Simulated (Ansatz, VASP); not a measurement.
# GaIr3: VASP beside Ansatz

```
Ga Ir
1.0
     2.78227   -3.77167    0.00000
     2.78227    3.77167    0.00000
     0.00000    0.00000    2.76863
Ga Ir
1 3
Direct
  0.00000 0.00000 0.00000
  0.50000 0.50000 0.00000
  0.00000 0.50000 0.50000
  0.50000 0.00000 0.50000
```

Alike in both runs: functional PBE; k mesh 10 × 10 × 16; occupations fermi-dirac, width 0.15 eV; no spin polarisation.

Ansatz relaxed the structure, and its values are those at the end. VASP's run is a single point on that final structure, the one shown.

|  | VASP | Ansatz |
| --- | --- | --- |
| version | VASP 6.6.1 | Ansatz 0.2.0 |
| potentials or method | VASP PAW PBE potentials, release 64 (Ga_d, Ir), cutoff 500 eV | scalar-relativistic, plane waves, PAW |
| valence electrons in the cell | 40 | 64 |

|  | VASP | Ansatz | Ansatz less VASP |
| --- | --- | --- | --- |
| gap on the k mesh at the Fermi level (eV) | none | none | - |
| pressure (GPa) | 0.4 | 0.0 | -0.45 |

A gap of «none» marks a metal or a gap that the smearing closes. The functional is the same, so the differences come from potentials, cutoffs and numerics. VASP's potentials hold 40 valence electrons a cell and Ansatz's 64, so a difference there can come from the potentials and not from the codes.

Neither program's run includes spin-orbit coupling.
